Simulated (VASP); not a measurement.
Here is a VASP 6.6.1 calculation.

The input INCAR:

```
SYSTEM = ZnO
ALGO = Normal ; EDIFF = 1E-8
ENCUT = 520 ; GGA = PS
ISIF = 2 ; ISMEAR = 0
LASPH = .True. ; LCHARG = .False.
LEPSILON = .True. ; LREAL = .False.
LWAVE = .False. ; NELM = 60
PREC = Accurate ; SIGMA = 0.01
```

File KPOINTS:

```
k-points
0
Gamma
  9 9 5
  0 0 0
```

File POSCAR:

```
ZnO
1.0
    3.2493080000      0.0000000000      0.0000000000
   -1.6246540000      2.8139832727      0.0000000000
    0.0000000000      0.0000000000      5.2057090000
Zn O
2 2
Direct
    0.6666666667      0.3333333333      0.0000000000
    0.3333333333      0.6666666667      0.5000000000
    0.3333333333      0.6666666667      0.8790100000
    0.6666666667      0.3333333333      0.3790100000
```

Potentials or basis: VASP PAW PBE potentials, release 64 (Zn, O).

The run is started by

```bash
$ cat potpaw_PBE.64/Zn/POTCAR potpaw_PBE.64/O/POTCAR > POTCAR
$ mpirun -np 1 vasp_std > vasp.out
```

Question: Predict the electronic dielectric tensor (diagonal).

Answer: 6.71, 6.71, 6.42.

Question: What does it give for the Born charges (mean of the diagonal)?

Answer: Zn +2.17; O -2.17 e.

Question: Predict the band gap on the k mesh.

Answer: 0.69 eV, direct.

Born effective charge tensors (e):
atom 1, Zn
```
2.15 0.00 0.00
0.00 2.15 0.00
0.00 0.00 2.19
```
atom 2, Zn
```
2.15 0.00 0.00
0.00 2.15 0.00
0.00 0.00 2.19
```
atom 3, O
```
-2.15  0.00  0.00
 0.00 -2.15  0.00
 0.00  0.00 -2.19
```
atom 4, O
```
-2.15  0.00  0.00
 0.00 -2.15  0.00
 0.00  0.00 -2.19
```

Caveat: the gap is small at this level, which inflates the dielectric constant. PBEsol gaps usually lie below the measured ones, often by a third to a half.
